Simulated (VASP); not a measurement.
Set up this calculation in VASP 6.6.1, as the native input.

```yaml
Task: single point
Functional: RPBE
Potentials_or_basis: VASP PAW PBE potentials, release 64 (Ni)
Cutoff: 520 eV
k_mesh: 10 × 10 × 15
Occupations: fermi-dirac, width 0.1 eV
Spin: no spin polarisation
Dipole_correction: no
Further_INCAR_settings: ALGO = Normal; EDIFF = 1e-06; NBANDS = 22
```

The structure of Ni lies in POSCAR:

```
Ni
1.0
    4.1368496971      0.0000000000      0.0000000000
   -2.0684248485      3.5826169293      0.0000000000
    0.0000000000      0.0000000000      2.4900668655
Ni
3
Direct
    0.0000000000      1.0000000000      0.0000000000
    0.3333333333      0.6666666667      0.5000000000
    0.6666666667      0.3333333333      0.5000000000
```

This cell differs from its parent crystal: volume scaled by 1.08.

One way to write it, as run:

INCAR

```
SYSTEM = Ni
  ALGO = Normal
  EDIFF = 1E-6
  ENCUT = 520
  GGA = RP
  ISIF = 2
  ISMEAR = -1
  LASPH = .True.
  LCHARG = .False.
  LREAL = .False.
  LWAVE = .False.
  NBANDS = 22
  NELM = 60
  PREC = Accurate
  SIGMA = 0.1
```

KPOINTS

```
k-points
0
Gamma
  10 10 15
  0 0 0
```

Potentials or basis: VASP PAW PBE potentials, release 64 (Ni).

Launch:

```bash
$ cat potpaw_PBE.64/Ni/POTCAR > POTCAR
$ mpirun -np 1 vasp_std > vasp.out
```

Results of the run:

```
Pressure               : -10.7 GPa
Band gap on the k mesh : zero (band 15 reaches 8.06 eV, above the bottom of band 16 at 7.57 eV)
```

Caveat: the PAW data sets were made with another functional, which shifts forces and pressure a little; the run has no spin polarisation, though such a crystal can be magnetic.

Wall time 55 s on 1 thread of Intel(R) Xeon(R) Platinum 8259CL CPU @ 2.50GHz (Skylake/Cascade Lake), on a shared host, peak memory 0.2 GiB.
